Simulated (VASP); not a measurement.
# AgI (F-43m) in VASP: further runs, part 2 of 2

VASP 6.6.1. The steps go on from the part before.

## Step 4: Single point, r2SCAN

This run uses another cell than the first one, of 29.09 Å³/atom, 1.059 times its volume.

Input file POSCAR:

```
AgI
1.0
    3.0754259716      3.0754259716      0.0000000000
   -3.0754259716      3.0754259716      0.0000000000
    0.0000000000      3.0754259716      3.0754259716
Ag I
1 1
Direct
    0.0000000000      0.0000000000      0.0000000000
    0.7500000000      0.2500000000      0.5000000000
```

Input file INCAR.step1:

```
  ALGO = Normal
  EDIFF = 1E-5
  ENCUT = 550
  GGA = PE
  GGA_COMPAT = False
  ISMEAR = 0
  LASPH = True
  LCHARG = False
  LREAL = False
  LWAVE = True
  NBANDS = 16
  NELM = 120
  PREC = Accurate
  SIGMA = 0.01
```

Input file INCAR.step2:

```
  ALGO = Normal
  EDIFF = 1E-6
  ENCUT = 550
  GGA_COMPAT = False
  ISIF = 2
  ISMEAR = 0
  ISTART = 1
  LASPH = True
  LCHARG = False
  LMIXTAU = True
  LREAL = False
  LWAVE = False
  METAGGA = R2SCAN
  NBANDS = 16
  NELM = 120
  PREC = Accurate
  SIGMA = 0.01
```

Input file KPOINTS:

```
k-points
0
Gamma
  6 6 6
```

On the command line:

```console
$ cat potpaw_PBE.64/Ag/POTCAR potpaw_PBE.64/I/POTCAR > POTCAR
$ cp INCAR.step1 INCAR
$ mpirun -np 1 vasp_std > vasp.out
$ cp INCAR.step2 INCAR
$ mpirun -np 1 vasp_std > vasp.out
```

It took 40 s on 1 thread of Intel Xeon 6975P-C (Granite Rapids), shared host; peak memory 0.21 GiB.

The run converged. Its results:

```
Free energy            : -46.2071 eV
Pressure               : 9.8 GPa
Band gap on the k mesh : 1.81 eV, direct
```

Levels at points of the mesh, in eV from the valence-band top:
```
           k point  band 6  band 7  band 8  band 9  band 10  band 11  band 12  band 13
(0.00, 0.00, 0.00)   -3.98    0.00    0.00    0.00     1.81     5.87     5.87     5.87
(0.50, 0.00, 0.00)   -3.93   -3.75   -1.01   -1.01     3.07     6.38     6.38     7.73
(0.50, 0.50, 0.00)   -3.81   -3.34   -2.47   -2.47     3.41     4.00     9.74    10.91
```

Caveat: the PAW data sets were made with another functional, which shifts forces and pressure a little; spin-orbit coupling is left out, which moves the levels of the heavy elements.

## Step 5: Single point, r2SCAN

This run uses another cell than the first one, of 30.37 Å³/atom, 1.106 times its volume.

Input file POSCAR:

```
AgI
1.0
    3.1200582569      3.1200582569      0.0000000000
   -3.1200582569      3.1200582569      0.0000000000
    0.0000000000      3.1200582569      3.1200582569
Ag I
1 1
Direct
    0.0000000000      0.0000000000      0.0000000000
    0.7500000000      0.2500000000      0.5000000000
```

Input file INCAR.step1:

```
SYSTEM = AgI
PREC     = Accurate       ! precision mode
ENCUT    = 550            ! plane-wave cutoff, eV
ISMEAR   = 0              ! smearing method
SIGMA    = 0.01           ! smearing width, eV
LREAL    = .False.        ! projectors in reciprocal space
LASPH    = .True.         ! aspherical terms in the spheres
NELM     = 120            ! most SCF steps
NBANDS   = 16             ! bands
GGA      = PE             ! functional
ALGO     = Normal         ! electronic algorithm
EDIFF    = 1E-5           ! SCF threshold, eV
LWAVE    = .True.         ! write WAVECAR
LCHARG   = .False.        ! write CHGCAR
GGA_COMPAT= .False.
```

Input file INCAR.step2:

```
SYSTEM = AgI
PREC     = Accurate       ! precision mode
ENCUT    = 550            ! plane-wave cutoff, eV
EDIFF    = 1E-6           ! SCF threshold, eV
ISMEAR   = 0              ! smearing method
SIGMA    = 0.01           ! smearing width, eV
LREAL    = .False.        ! projectors in reciprocal space
LASPH    = .True.         ! aspherical terms in the spheres
NELM     = 120            ! most SCF steps
ALGO     = Normal         ! electronic algorithm
ISIF     = 2              ! what is computed and relaxed
LWAVE    = .False.        ! write WAVECAR
LCHARG   = .True.         ! write CHGCAR
METAGGA  = R2SCAN         ! meta-GGA
LMIXTAU  = .True.       
LELF     = .True.         ! ELF
LVHAR    = .True.       
NBANDS   = 16             ! bands
ISTART   = 1            
GGA_COMPAT= .False.
```

Input file KPOINTS:

```
Automatic mesh
0
Gamma
  6 6 6
  0 0 0
```

On the command line:

```console
$ cat potpaw_PBE.64/Ag/POTCAR potpaw_PBE.64/I/POTCAR > POTCAR
$ cp INCAR.step1 INCAR
$ mpirun -np 1 vasp_std > vasp.out
$ cp INCAR.step2 INCAR
$ mpirun -np 1 vasp_std > vasp.out
```

Run time: 38 s. Hardware: 1 thread of Intel Xeon 6975P-C (Granite Rapids), shared host; peak memory 0.21 GiB.

The run converged. Its results:

| Quantity | Value |
| --- | --- |
| Free energy | -46.3398 eV |
| Pressure | 6.8 GPa |
| Band gap on the k mesh | 1.80 eV, direct |

Levels at points of the mesh, in eV from the valence-band top:
| k point | band 7 | band 8 | band 9 | band 10 | band 11 | band 12 |
| --- | --- | --- | --- | --- | --- | --- |
| (0.00, 0.00, 0.00) | 0.00 | 0.00 | 0.00 | 1.80 | 5.97 | 5.97 |
| (0.50, 0.00, 0.00) | -3.52 | -0.93 | -0.93 | 3.11 | 6.46 | 6.46 |
| (0.50, 0.50, 0.00) | -3.12 | -2.28 | -2.28 | 3.54 | 4.07 | 9.52 |

Caveat: the PAW data sets were made with another functional, which shifts forces and pressure a little; spin-orbit coupling is left out, which moves the levels of the heavy elements. r2SCAN opens gaps a little over a GGA but as a rule still falls short of measured ones.

## Step 6: Single point, r2SCAN

This run uses another cell than the first one, of 32.04 Å³/atom, 1.167 times its volume.

Input file POSCAR:

```
AgI
1.0
    3.1761801124      3.1761801124      0.0000000000
   -3.1761801124      3.1761801124      0.0000000000
    0.0000000000      3.1761801124      3.1761801124
Ag I
1 1
Direct
    0.0000000000      0.0000000000      0.0000000000
    0.7500000000      0.2500000000      0.5000000000
```

Input file INCAR.step1:

```
PREC = Accurate
ENCUT = 550
ISMEAR = 0
SIGMA = 0.01
LREAL = F
LASPH = T
NELM = 120
NBANDS = 16
GGA = PE
ALGO = Normal
EDIFF = 1E-5
LWAVE = T
LCHARG = F
GGA_COMPAT = F
```

Input file INCAR.step2:

```
PREC = Accurate
ENCUT = 550
EDIFF = 1E-6
ISMEAR = 0
SIGMA = 0.01
LREAL = F
LASPH = T
NELM = 120
ALGO = Normal
ISIF = 2
LWAVE = F
LCHARG = F
METAGGA = R2SCAN
LMIXTAU = T
NBANDS = 16
ISTART = 1
GGA_COMPAT = F
```

Input file KPOINTS:

```
regular mesh
0
Gamma
  6 6 6
```

Potentials or basis: VASP PAW PBE potentials, release 64 (Ag, I).

On the command line:

```console
$ cat potpaw_PBE.64/Ag/POTCAR potpaw_PBE.64/I/POTCAR > POTCAR
$ cp INCAR.step1 INCAR
$ mpirun -np 1 vasp_std > vasp.out
$ cp INCAR.step2 INCAR
$ mpirun -np 1 vasp_std > vasp.out
```

OUTCAR:

```text
PREC = Accurate
   ENCUT = 550
   EDIFF = 1E-6
   ISMEAR = 0
   LREAL = F
   LASPH = T
   NELM = 120
   ISIF = 2
   METAGGA = R2SCAN
   ISTART = 1

 ion  position               nearest neighbor table
   1  0.000  0.000  0.000-   2 2.75   2 2.75   2 2.75   2 2.75
   2  0.750  0.250  0.500-   1 2.75   1 2.75   1 2.75   1 2.75

  LATTYP: Found a face centered cubic cell.
 ALAT       =     6.3523602248

  Lattice vectors:

 A1 = (   0.0000000000,   3.1761801124,   3.1761801124)
 A2 = (   3.1761801124,   0.0000000000,   3.1761801124)
 A3 = (   3.1761801124,   3.1761801124,   0.0000000000)

Analysis of symmetry for initial positions (statically):
=====================================================================
 Subroutine PRICEL returns:
 Original cell was already a primitive cell.

 Routine SETGRP: Setting up the symmetry group for a
 face centered cubic supercell.

 Subroutine GETGRP returns: Found 24 space group operations
 (whereof 24 operations were pure point group operations)
 out of a pool of 48 trial point group operations.

The static configuration has the point symmetry T_d .

Analysis of symmetry for dynamics (positions and initial velocities):
=====================================================================
 Subroutine PRICEL returns:
 Original cell was already a primitive cell.

 Routine SETGRP: Setting up the symmetry group for a
 face centered cubic supercell.

 Subroutine GETGRP returns: Found 24 space group operations
 (whereof 24 operations were pure point group operations)
 out of a pool of 48 trial point group operations.

The dynamic configuration has the point symmetry T_d .

 Subroutine INISYM returns: Found 24 space group operations
 (whereof 24 operations are pure point group operations),
[... 101 lines left out ...]
   EFERMI =   0.00;   METHOD = LEGACY
   ISMEAR =     0;   SIGMA  =   0.01  broadening in eV -4-tet -1-fermi 0-gaus
   EFERMI_NEDOS =   21; number of points for ismear=-14 and -15
   IALGO  =     38    algorithm
   IMIX   =      4    mixing-type and parameters
     AMIX     =   0.40;   BMIX     =  1.00
     AMIX_MAG =   1.60;   BMIX_MAG =  1.00
  volume/ion in A,a.u.               =      32.04       216.23
  Fermi-wavevector in a.u.,A,eV,Ry     =   1.072138  2.026046 15.639613  1.149479
  Thomas-Fermi vector in A             =   2.207899
   LORBIT       =      0    0 simple, 1 ext, 2 COOP (PROOUT), +10 PAW based schemes
   METAGGA = R2SCAN    functional components
   LHFCALC =     F    Hartree Fock is set to
   AEXX    =    0.0000 exact exchange contribution
   IVDW    =     0    specifies the selected vdW correction
   LEPSILON=     F    determine dielectric tensor
   LRPA    =     F    only Hartree local field effects (RPA)
 non-spin polarized calculation
 Gauss-broadening in eV      SIGMA  =   0.01
  energy-cutoff  :      550.00
  volume of cell :       64.08
 maximum number of plane-waves:      1895
 NGX is ok and might be reduce to    36
   NGX = 17   NGY = 17   NGZ = 17

 number of electron      18.0000002 magnetization

 Free energy of the ion-electron system (eV)
  ---------------------------------------------------
  ext. energy  EPLUGINS =         0.00000000
  ---------------------------------------------------
  free energy    TOTEN  =       -46.45015685 eV

  energy without entropy =      -46.45015685  energy(sigma->0) =      -46.45015685

 E-fermi :   3.7381     XC(G=0):  -9.2750

 val. band max:        3.6636973870   @ k =   0.0000   0.0000   0.0000
 cond. band min:       5.4583635199   @ k =   0.0000   0.0000   0.0000
 fundamental gap:      1.7946661328
 Fermi energy:         3.7381010317

 k-point     1 :       0.0000    0.0000    0.0000
  band No.  band energies     occupation
      1      -9.9578      2.00000
      2      -1.1169      2.00000
      3      -1.1169      2.00000
      4      -1.1169      2.00000
      5       0.2397      2.00000
      6       0.2397      2.00000
[... 281 lines left out ...]
      3      -0.6633      2.00000
      4      -0.5330      2.00000
      5       0.2259      2.00000
      6       0.5383      2.00000
[... 8 lines left out ...]
     15      15.9228      0.00000
     16      16.1474      0.00000

------------------------ aborting loop because EDIFF is reached ----------------------------------------

  FORCE on cell =-STRESS in cart. coord.  units (eV):
  Direction    XX          YY          ZZ          XY          YZ          ZX
  --------------------------------------------------------------------------------------
  -------------------------------------------------------------------------------------
  Total        1.5394011      1.5394011      1.5394011     -0.0000000      0.0000000     -0.0000000
  in kB       38.4872614     38.4872614     38.4872614     -0.0000000      0.0000000     -0.0000000
  external PRESSURE =      38.4872614 kB  Pullay stress =       0.0000000 kB

 VOLUME and BASIS-vectors are now :
 -----------------------------------------------------------------------------
  energy-cutoff  :      550.00
  volume of cell :       64.08
      direct lattice vectors                 reciprocal lattice vectors
     3.176180112  3.176180112  0.000000000     0.157421803  0.157421803 -0.157421803
    -3.176180112  3.176180112  0.000000000    -0.157421803  0.157421803 -0.157421803
     0.000000000  3.176180112  3.176180112     0.000000000  0.000000000  0.314843606

 POSITION                                       TOTAL-FORCE (eV/Angst)
 -----------------------------------------------------------------------------------
      0.00000      0.00000      0.00000         0.000000     -0.000000      0.000000
      1.58809      4.76427      1.58809        -0.000000      0.000000      0.000000
 -----------------------------------------------------------------------------------
    total drift:                               -0.000000      0.000000      0.000000

  FREE ENERGIE OF THE ION-ELECTRON SYSTEM (eV)
  ---------------------------------------------------
  free  energy   TOTEN  =       -46.4501568460 eV

  energy  without entropy=      -46.4501568460  energy(sigma->0) =      -46.45015685
```

OUTCAR.step1:

```text
PREC = Accurate
   ENCUT = 550
   ISMEAR = 0
   LREAL = F
   LASPH = T
[... 514 lines left out ...]
 -----------------------------------------------------------------------------------
      0.00000      0.00000      0.00000         0.000000     -0.000000      0.000000
      1.58809      4.76427      1.58809        -0.000000      0.000000      0.000000
 -----------------------------------------------------------------------------------
    total drift:                               -0.000000      0.000000     -0.000000

  FREE ENERGIE OF THE ION-ELECTRON SYSTEM (eV)
  ---------------------------------------------------
  free  energy   TOTEN  =        -4.6822381874 eV

  energy  without entropy=       -4.6822381874  energy(sigma->0) =       -4.68223819
```

OSZICAR.step1:

```text
N       E                     dE             d eps       ncg     rms          rms(c)
DAV:   1     0.959038857009E+02    0.95904E+02   -0.81249E+03   512   0.100E+03
DAV:   2    -0.127519214350E+01   -0.97179E+02   -0.91367E+02   640   0.205E+02
DAV:   3    -0.473482559178E+01   -0.34596E+01   -0.34524E+01   648   0.396E+01
DAV:   4    -0.478442607775E+01   -0.49600E-01   -0.49599E-01   752   0.447E+00
DAV:   5    -0.478454424234E+01   -0.11816E-03   -0.11816E-03   696   0.217E-01    0.617E+00
DAV:   6    -0.468409777762E+01    0.10045E+00   -0.28521E-01   560   0.747E+00    0.456E+00
DAV:   7    -0.468214751012E+01    0.19503E-02   -0.44924E-02   576   0.125E+00    0.189E+00
DAV:   8    -0.468198868537E+01    0.15882E-03   -0.22079E-03   592   0.389E-01    0.251E-01
DAV:   9    -0.468216169745E+01   -0.17301E-03   -0.36336E-04   632   0.211E-01    0.631E-02
DAV:  10    -0.468220386149E+01   -0.42164E-04   -0.24353E-05   592   0.478E-02    0.224E-02
DAV:  11    -0.468223875437E+01   -0.34893E-04   -0.50847E-05   536   0.483E-02    0.176E-02
DAV:  12    -0.468223818738E+01    0.56699E-06   -0.16734E-06   472   0.133E-02
   1 F= -.46822382E+01 E0= -.46822382E+01  d E =-.327372E-22
```

Wall time 34 s (1 thread of Intel Xeon 6975P-C (Granite Rapids), shared host); peak memory 0.21 GiB.

What came out:

| Quantity | Value |
| --- | --- |
| Free energy | -46.4502 eV |
| Pressure | 3.8 GPa |
| Band gap on the k mesh | 1.79 eV, direct |

Caveat: the PAW data sets were made with another functional, which shifts forces and pressure a little; spin-orbit coupling is left out, which moves the levels of the heavy elements.

## Step 7: The runs side by side

| cell | gap on the mesh (eV) | pressure (GPa) |
| --- | --- | --- |
| a = 4.266 Å, angles 60.0, 60.0, 90.0°, 2 atoms | 1.83 | 14.7 |
| a = 4.349 Å, angles 60.0, 60.0, 90.0°, 2 atoms | 1.81 | 9.8 |
| a = 4.412 Å, angles 60.0, 60.0, 90.0°, 2 atoms | 1.80 | 6.8 |
| a = 4.492 Å, angles 60.0, 60.0, 90.0°, 2 atoms | 1.79 | 3.8 |

Alike in all rows: task single point; level r2SCAN; potentials or basis VASP PAW PBE potentials, release 64 (Ag, I); no spin polarisation; k mesh 6 × 6 × 6; cutoff (eV) 550; smearing gaussian 0.01 eV.

Caveats: the PAW data sets were made with another functional, which shifts forces and pressure a little; spin-orbit coupling is left out, which moves the levels of the heavy elements.

Absolute energies hang on the potentials; compare differences alone.
